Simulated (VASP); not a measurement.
Set up this calculation in VASP 6.6.1, as the native input.

```
Task                   : relaxation of cell and atoms
Functional             : PBE
Potentials or basis    : VASP PAW PBE potentials, release 64 (Bi_d)
Cutoff                 : 600 eV
k mesh                 : 13 × 13 × 7
Occupations            : fermi-dirac, width 0.05 eV
Spin                   : no spin polarisation
Dipole correction      : no
Further INCAR settings : ALGO = Normal; EDIFF = 1e-06; IBRION = 2; EDIFFG = -0.005; NSW = 45; ISIF = 3
```

The structure of Bi lies in POSCAR:

```
Bi
1.0
    3.4954122621      0.0000000000      0.0000000000
   -1.7477061310      3.0271158157      0.0000000000
    0.0000000000      0.0000000000      6.0123925398
Bi
2
Direct
    0.3333333333      0.6666666667      0.2500000000
    0.6666666667      0.3333333333      0.7500000000
```

This isn't the form of Bi at room conditions, which is rhombohedral.

The input as run:

INCAR

```
PREC = Accurate
ENCUT = 600
EDIFF = 1E-6
ISMEAR = -1
SIGMA = 0.05
LREAL = False
LASPH = True
NELM = 100
ALGO = Normal
ISIF = 3
LWAVE = False
LCHARG = False
GGA = PE
IBRION = 2
NSW = 45
EDIFFG = -0.005
```

KPOINTS

```
Automatic mesh
0
Gamma
  13 13 7
```

Potentials or basis: VASP PAW PBE potentials, release 64 (Bi_d).

Command:

```sh
$ cat potpaw_PBE.64/Bi_d/POTCAR > POTCAR
$ mpirun -np 1 vasp_std > vasp.out
```

It gave:

| Item | Value |
| --- | --- |
| Pressure after relaxing | 0.0 GPa |
| Band gap on the k mesh | zero (bands 15 and 16 overlap by 6.53 eV) |

Caveat: spin-orbit coupling is left out, which moves the levels of the heavy elements.

It took 80 s on 1 thread of Intel Xeon 8259CL (shared host), peak memory 0.25 GiB.
